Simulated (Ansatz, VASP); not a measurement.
One calculation of Co2PtO4, two programs

File INCAR:

```
SYSTEM = Co2PtO4
ALGO = Normal ; DIPOL = 0.5 0.5 0.500
EDIFF = 1E-6 ; ENCUT = 520
GGA = PS ; IDIPOL = 3
ISIF = 2 ; ISMEAR = 0
LASPH = .TRUE. ; LCHARG = .FALSE.
LDIPOL = .TRUE. ; LREAL = .FALSE.
LWAVE = .FALSE. ; NBANDS = 35
NELM = 80 ; PREC = Accurate
SIGMA = 0.1
```

Contents of KPOINTS:

```
k-points
0
G
  12 12 1
  0 0 0
```

The input POSCAR:

```
Co2PtO4
1.0
    2.8101831225      0.0000000000      0.0000000000
   -1.4050915613      2.4336899734      0.0000000000
    0.0000000000      0.0000000000     22.8253249521
O Co Pt
4 2 1
Direct
    0.0000000000      0.0000000000      0.3285823977
    0.6666666667      0.3333333333      0.4129821504
    0.6666666667      0.3333333333      0.5870178496
    0.3333333333      0.6666666667      0.6714176023
    0.3333333333      0.6666666667      0.3707822740
    0.0000000000      0.0000000000      0.6292177260
    0.6666666667      0.3333333333      0.5000000000
```

Input for Ansatz:

```yaml
crystal:
  lattice:
    - [2.8101831225, 0.0, 0.0]
    - [-1.4050915613, 2.4336899734, 0.0]
    - [0.0, 0.0, 22.8253249521]
  atoms:
    - { symbol: O, position: [0.0, 0.0, 0.3285823977] }
    - { symbol: Co, position: [0.3333333333, 0.6666666667, 0.370782274] }
    - { symbol: O, position: [0.6666666667, 0.3333333333, 0.4129821504] }
    - { symbol: Pt, position: [0.6666666667, 0.3333333333, 0.5] }
    - { symbol: O, position: [0.6666666667, 0.3333333333, 0.5870178496] }
    - { symbol: Co, position: [0.0, 0.0, 0.629217726] }
    - { symbol: O, position: [0.3333333333, 0.6666666667, 0.6714176023] }
basis:
  ecutwfc: 550
kpoints:
  mp_grid: { grid: [12, 12, 1] }
hamiltonian:
  xc: pbesol
scf:
  occupations: { method: gaussian, width: 0.1 }
output:
  forces: true
  stress: true
  eigenvalues: true
efield:
  axis: 3
  dipole_correction: true
  ramp_width: 0.04
```

Alike in both runs: task single point; functional PBEsol; k mesh 12 × 12 × 1; occupations gaussian, width 0.1 eV; no spin polarisation.

|  | VASP | Ansatz |
| --- | --- | --- |
| version | VASP 6.6.1 | Ansatz 0.2.0 |
| potentials or method | VASP PAW PBE potentials, release 64 (O, Co, Pt), cutoff 520 eV | scalar-relativistic, plane waves, PAW |
| valence electrons in the cell | 52 | 76 |

|  | VASP | Ansatz | Ansatz less VASP |
| --- | --- | --- | --- |
| gap on the k mesh at the Fermi level (eV) | none | none | - |
| rms of the force components (eV/Å) | 0.642 | 0.653 | +0.0118 |

VASP's potentials were made for PBE, not for PBEsol. A gap of «none» marks a metal or a gap that the smearing closes. The functional is the same, so the differences come from potentials, cutoffs and numerics. VASP's potentials hold 52 valence electrons a cell and Ansatz's 76, so a difference there can come from the potentials and not from the codes.

Neither program's run includes spin-orbit coupling.
